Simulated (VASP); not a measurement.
# MgGe2 (Fd-3m) in VASP: further runs, part 2 of 2

VASP 6.6.1.

### Step 3. Relaxation of cell and atoms, PBE

This run uses another cell than the first one, of 21.28 Å³/atom, 1.035 times its volume.

Contents of INCAR:

```
SYSTEM = MgGe2
  PREC = Accurate
  ENCUT = 600
  EDIFF = 1E-7
  ISMEAR = 0
  SIGMA = 0.1
  LREAL = .False.
  LASPH = .True.
  NELM = 100
  ALGO = Normal
  ISIF = 3
  LWAVE = .False.
  LCHARG = .False.
  GGA = PE
  IBRION = 2
  NSW = 100
  EDIFFG = -0.01
```

Contents of KPOINTS:

```
regular mesh
0
Gamma
  8 8 8
  0 0 0
```

Contents of POSCAR:

```
MgGe2
1.0
    0.0000000000      3.9968074824      3.9968074824
    3.9968074824      0.0000000000      3.9968074824
    3.9968074824      3.9968074824      0.0000000000
Mg Ge
2 4
Direct
    0.7500000000      0.7500000000      0.7500000000
    0.5000000000      0.5000000000      0.5000000000
    0.1250000000      0.1250000000      0.1250000000
    0.6250000000      0.1250000000      0.1250000000
    0.1250000000      0.6250000000      0.1250000000
    0.1250000000      0.1250000000      0.6250000000
```

Potentials or basis: VASP PAW PBE potentials, release 64 (Mg, Ge_d).

Launch:

```console
$ cat potpaw_PBE.64/Mg/POTCAR potpaw_PBE.64/Ge_d/POTCAR > POTCAR
$ mpirun -np 1 vasp_std > vasp.out
```

OUTCAR:

```text
SYSTEM = MgGe2
   PREC = Accurate
   ENCUT = 600
   EDIFF = 1E-7
   ISMEAR = 0
   LREAL = .False.
   LASPH = .True.
   NELM = 100
   ISIF = 3
   GGA = PE
   IBRION = 2
   NSW = 100
   EDIFFG = -0.01

 ion  position               nearest neighbor table
   1  0.750  0.750  0.750-   2 3.46   2 3.46   2 3.46   2 3.46
   2  0.500  0.500  0.500-   1 3.46   1 3.46   1 3.46   1 3.46
   3  0.125  0.125  0.125-   4 2.83   5 2.83   6 2.83   6 2.83   5 2.83   4 2.83
   4  0.625  0.125  0.125-   3 2.83   6 2.83   5 2.83   3 2.83   5 2.83   6 2.83
   5  0.125  0.625  0.125-   3 2.83   6 2.83   3 2.83   4 2.83   6 2.83   4 2.83
   6  0.125  0.125  0.625-   3 2.83   3 2.83   4 2.83   5 2.83   5 2.83   4 2.83

  LATTYP: Found a face centered cubic cell.
 ALAT       =     7.9936149648

  Lattice vectors:

 A1 = (   0.0000000000,   3.9968074824,   3.9968074824)
 A2 = (   3.9968074824,   0.0000000000,   3.9968074824)
 A3 = (   3.9968074824,   3.9968074824,   0.0000000000)

Analysis of symmetry for initial positions (statically):
=====================================================================
 Subroutine PRICEL returns:
 Original cell was already a primitive cell.
[... 1183 lines left out ...]

 k-point     1 :       0.0000    0.0000    0.0000
  band No.  band energies     occupation
      1     -19.5958      2.00000
      2     -19.5409      2.00000
      3     -19.5409      2.00000
      4     -19.5409      2.00000
      5     -19.5371      2.00000
      6     -19.5371      2.00000
[... 925 lines left out ...]
     35       8.7644      0.00000
     36       9.0467      0.00000

 [... further k-points ...]

------------------------ aborting loop because EDIFF is reached ----------------------------------------

  FORCE on cell =-STRESS in cart. coord.  units (eV):
  Direction    XX          YY          ZZ          XY          YZ          ZX
  --------------------------------------------------------------------------------------
  -------------------------------------------------------------------------------------
  Total       -0.0556991     -0.0556991     -0.0556991      0.0000000     -0.0000000     -0.0000000
  in kB       -0.7229937     -0.7229937     -0.7229937      0.0000000     -0.0000000     -0.0000000
  external PRESSURE =      -0.7229937 kB  Pullay stress =       0.0000000 kB

 VOLUME and BASIS-vectors are now :
 -----------------------------------------------------------------------------
  energy-cutoff  :      600.00
  volume of cell :      123.43
      direct lattice vectors                 reciprocal lattice vectors
     0.000000000  3.951829510  3.951829510    -0.126523677  0.126523677  0.126523677
     3.951829510  0.000000000  3.951829510     0.126523677 -0.126523677  0.126523677
     3.951829510  3.951829510 -0.000000000     0.126523677  0.126523677 -0.126523677

 POSITION                                       TOTAL-FORCE (eV/Angst)
 -----------------------------------------------------------------------------------
      5.92774      5.92774      5.92774        -0.000000     -0.000000     -0.000000
      3.95183      3.95183      3.95183         0.000000      0.000000      0.000000
      0.98796      0.98796      0.98796         0.000000      0.000000      0.000000
      0.98796      2.96387      2.96387         0.000000      0.000000      0.000000
      2.96387      0.98796      2.96387         0.000000      0.000000      0.000000
      2.96387      2.96387      0.98796         0.000000      0.000000      0.000000
 -----------------------------------------------------------------------------------
    total drift:                                0.000000      0.000000      0.000000

  FREE ENERGIE OF THE ION-ELECTRON SYSTEM (eV)
  ---------------------------------------------------
  free  energy   TOTEN  =       -20.3303928178 eV

  energy  without entropy=      -20.3198254461  energy(sigma->0) =      -20.32510913

 reached required accuracy - stopping structural energy minimisation
```

CONTCAR:

```text
MgGe2
   1.00000000000000
     0.0000000000000000    3.9518295099340759    3.9518295099340759
     3.9518295099340759    0.0000000000000000    3.9518295099340759
     3.9518295099340759    3.9518295099340759   -0.0000000000000000
  Mg              Ge
     2     4
Direct
     0.7500000000000000    0.7500000000000000    0.7500000000000000
     0.5000000000000000    0.5000000000000000    0.5000000000000000
     0.1250000000000000    0.1250000000000000    0.1250000000000000
     0.6250000000000000    0.1250000000000000    0.1250000000000000
     0.1250000000000000    0.6250000000000000    0.1250000000000000
     0.1250000000000000    0.1250000000000000    0.6250000000000000

  0.00000000E+00  0.00000000E+00  0.00000000E+00
  0.00000000E+00  0.00000000E+00  0.00000000E+00
  0.00000000E+00  0.00000000E+00  0.00000000E+00
  0.00000000E+00  0.00000000E+00  0.00000000E+00
  0.00000000E+00  0.00000000E+00  0.00000000E+00
  0.00000000E+00  0.00000000E+00  0.00000000E+00
```

It took 2.2 min on 1 thread of Intel Xeon 6975P-C (Granite Rapids), shared host; peak memory 0.41 GiB.

Results:

- Free energy: -20.3304 eV
- Relaxed volume: 20.57 Å³/atom
- Relaxed cell: a = 5.589 Å, b = 5.589 Å, c = 5.589 Å, α = 60.00°, β = 60.00°, γ = 60.00°
- Space group after relaxing (to 0.05 Å): Fd-3m (No. 227)
- Energy gained by relaxing: 4.2 meV/atom
- Ionic steps: 2
- Pressure after relaxing: -0.1 GPa
- Band gap on the k mesh: zero (band 30 reaches 5.52 eV, above the bottom of band 31 at 3.47 eV)

The path:
| step | energy change (eV) | largest force (eV/Å) | pressure (GPa) | volume (Å³) |
| --- | --- | --- | --- | --- |
| 1 | 0.0000 | 0.0000 | -1.76 | 127.69 |
| 2 | -0.0249 | 0.0000 | -0.07 | 123.43 |

Final structure:
```xyz
6
Lattice="0.0000 3.9518 3.9518 3.9518 0.0000 3.9518 3.9518 3.9518 0.0000" Properties=species:S:1:pos:R:3 pbc="T T T"
Mg    5.9277    5.9277    5.9277
Mg    3.9518    3.9518    3.9518
Ge    0.9880    0.9880    0.9880
Ge    0.9880    2.9639    2.9639
Ge    2.9639    0.9880    2.9639
Ge    2.9639    2.9639    0.9880
```

### Step 4. Single point, PBE

This run uses another cell than the first one, of 18.06 Å³/atom, 0.878 times its volume.

Contents of INCAR:

```
ALGO = Normal
EDIFF = 1E-7
ENCUT = 520
GGA = PE
ISIF = 2
ISMEAR = 0
LASPH = True
LCHARG = False
LREAL = False
LWAVE = False
NBANDS = 39
NELM = 100
PREC = Accurate
SIGMA = 0.1
```

Contents of KPOINTS:

```
k-points
0
Gamma
  4 4 4
```

Contents of POSCAR:

```
MgGe2
1.0
    0.0000000000      3.7842387100      3.7842387100
    3.7842387100      0.0000000000      3.7842387100
    3.7842387100      3.7842387100      0.0000000000
Mg Ge
2 4
Direct
    0.2500000000      0.2500000000      0.2500000000
    0.0000000000      0.0000000000      0.0000000000
    0.6250000000      0.6250000000      0.6250000000
    0.1250000000      0.6250000000      0.6250000000
    0.6250000000      0.1250000000      0.6250000000
    0.6250000000      0.6250000000      0.1250000000
```

Potentials or basis: VASP PAW PBE potentials, release 64 (Mg, Ge_d).

Launch:

```console
$ cat potpaw_PBE.64/Mg/POTCAR potpaw_PBE.64/Ge_d/POTCAR > POTCAR
$ mpirun -np 1 vasp_std > vasp.out
```

OUTCAR:

```text
EDIFF = 1E-7
   ENCUT = 520
   GGA = PE
   ISIF = 2
   ISMEAR = 0
   LASPH = True
   LREAL = False
   NELM = 100
   PREC = Accurate

 ion  position               nearest neighbor table
   1  0.250  0.250  0.250-   4 3.14   5 3.14   6 3.14   3 3.14   4 3.14   5 3.14   3 3.14   4 3.14
                             6 3.14   3 3.14   5 3.14   6 3.14   2 3.28   2 3.28   2 3.28   2 3.28
   2  0.000  0.000  0.000-   3 3.14   5 3.14   6 3.14   3 3.14   4 3.14   6 3.14   3 3.14   4 3.14
                             5 3.14   4 3.14   5 3.14   6 3.14   1 3.28   1 3.28   1 3.28   1 3.28
   3  0.625  0.625  0.625-   4 2.68   5 2.68   6 2.68   6 2.68   5 2.68   4 2.68   2 3.14   1 3.14
                             2 3.14   1 3.14   2 3.14   1 3.14
   4  0.125  0.625  0.625-   3 2.68   6 2.68   5 2.68   3 2.68   5 2.68   6 2.68   1 3.14   2 3.14
                             1 3.14   2 3.14   1 3.14   2 3.14
   5  0.625  0.125  0.625-   3 2.68   6 2.68   3 2.68   4 2.68   6 2.68   4 2.68   1 3.14   1 3.14
                             2 3.14   1 3.14   2 3.14   2 3.14
   6  0.625  0.625  0.125-   3 2.68   3 2.68   4 2.68   5 2.68   5 2.68   4 2.68   1 3.14   2 3.14
                             2 3.14   1 3.14   2 3.14   1 3.14

  LATTYP: Found a face centered cubic cell.
[... 180 lines left out ...]
 Fermi energy:         6.7070532349

 k-point     1 :       0.0000    0.0000    0.0000
  band No.  band energies     occupation
      1     -18.5577      2.00000
      2     -18.4702      2.00000
      3     -18.4702      2.00000
      4     -18.4702      2.00000
      5     -18.4595      2.00000
      6     -18.4595      2.00000
[... 325 lines left out ...]
     38      11.0987      0.00000
     39      11.8091      0.00000

------------------------ aborting loop because EDIFF is reached ----------------------------------------

  FORCE on cell =-STRESS in cart. coord.  units (eV):
  Direction    XX          YY          ZZ          XY          YZ          ZX
  --------------------------------------------------------------------------------------
  -------------------------------------------------------------------------------------
  Total        6.9358464      6.9358464      6.9358464     -0.0000000     -0.0000000      0.0000000
  in kB      102.5284712    102.5284712    102.5284712     -0.0000000     -0.0000000      0.0000000
  external PRESSURE =     102.5284712 kB  Pullay stress =       0.0000000 kB

 VOLUME and BASIS-vectors are now :
 -----------------------------------------------------------------------------
  energy-cutoff  :      520.00
  volume of cell :      108.38
      direct lattice vectors                 reciprocal lattice vectors
     0.000000000  3.784238710  3.784238710    -0.132126971  0.132126971  0.132126971
     3.784238710  0.000000000  3.784238710     0.132126971 -0.132126971  0.132126971
     3.784238710  3.784238710  0.000000000     0.132126971  0.132126971 -0.132126971

 POSITION                                       TOTAL-FORCE (eV/Angst)
 -----------------------------------------------------------------------------------
      1.89212      1.89212      1.89212        -0.000000     -0.000000     -0.000000
      0.00000      0.00000      0.00000         0.000000      0.000000      0.000000
      4.73030      4.73030      4.73030         0.000000      0.000000     -0.000000
      4.73030      2.83818      2.83818         0.000000      0.000000     -0.000000
      2.83818      4.73030      2.83818         0.000000      0.000000     -0.000000
      2.83818      2.83818      4.73030         0.000000      0.000000     -0.000000
 -----------------------------------------------------------------------------------
    total drift:                                0.000000      0.000000      0.000000

  FREE ENERGIE OF THE ION-ELECTRON SYSTEM (eV)
  ---------------------------------------------------
  free  energy   TOTEN  =       -19.0670268711 eV

  energy  without entropy=      -19.0510631021  energy(sigma->0) =      -19.05904499
```

It took 18 s on 1 thread of Intel Xeon 6975P-C (Granite Rapids), shared host; peak memory 0.24 GiB.

Results:

| Quantity | Value |
| --- | --- |
| Free energy | -19.0670 eV |
| Pressure | 10.3 GPa |
| Band gap on the k mesh | zero (band 30 reaches 6.86 eV, above the bottom of band 31 at 4.40 eV) |

Levels at points of the mesh, in eV from the Fermi level:
```csv
k point,band 26,band 27,band 28,band 29,band 30,band 31,band 32,band 33,band 34,band 35
"(0.00, 0.00, 0.00)",-4.61,-4.61,-4.61,-2.38,-2.38,-2.31,0.69,0.69,0.69,2.71
"(0.50, 0.00, 0.00)",-4.19,-4.19,-1.27,-0.23,-0.15,-0.15,0.00,0.00,0.42,3.88
"(0.50, 0.50, 0.00)",-5.73,0.06,0.06,0.15,0.15,0.20,0.20,0.30,0.30,3.91
```

### Step 5. The runs side by side

| task | cell | k mesh | cutoff (eV) | gap on the mesh (eV) | pressure (GPa) |
| --- | --- | --- | --- | --- | --- |
| single point | a = 5.588 Å, angles 60.0°, 6 atoms | 8 × 8 × 8 | 520 | none | 0.0 |
| relaxation of cell and atoms | relaxed from a = 5.652 Å, angles 60.0°, 6 atoms | 8 × 8 × 8 | 600 | none | -0.1 |
| single point | a = 5.352 Å, angles 60.0°, 6 atoms | 4 × 4 × 4 | 520 | none | 10.3 |

Alike in all rows: level PBE; potentials or basis VASP PAW PBE potentials, release 64 (Mg, Ge_d); no spin polarisation; smearing gaussian 0.1 eV.

Absolute energies hang on the potentials; compare differences alone.
